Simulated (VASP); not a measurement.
A run of VASP 6.6.1:

File INCAR:

```
SYSTEM = LuTl3
ALGO = Normal ; EDIFF = 1E-6
ENCUT = 520 ; GGA = PS
ISIF = 2 ; ISMEAR = -1
LASPH = .True. ; LCHARG = .False.
LREAL = .False. ; LWAVE = .False.
NBANDS = 40 ; NELM = 60
PREC = Accurate ; SIGMA = 0.08
```

Contents of KPOINTS:

```
k-points
0
Gamma
  7 7 7
  0 0 0
```

POSCAR

```
LuTl3
1.0
    4.6530000000      0.0232650000      0.0232650000
    0.0232650000      4.6530000000      0.0232650000
    0.0232650000      0.0232650000      4.6530000000
Lu Tl
1 3
Direct
    0.0000000000      0.0000000000      0.0000000000
    0.0000000000      0.5000000000      0.5000000000
    0.5000000000      0.0000000000      0.5000000000
    0.5000000000      0.5000000000      0.0000000000
```

Potentials or basis: VASP PAW PBE potentials, release 64 (Lu, Tl_d).

Command:

```sh
$ cat potpaw_PBE.64/Lu/POTCAR potpaw_PBE.64/Tl_d/POTCAR > POTCAR
$ mpirun -np 1 vasp_std > vasp.out
```

Hardware: 1 thread of Intel Xeon 8259CL, on a shared host.

Problem. Estimate the wall time of this run.

Solution. Wall time 3.1 min on 1 thread of Intel Xeon 8259CL, on a shared host, peak memory 0.32 GiB. Counts: scf iterations 13, k points 44.
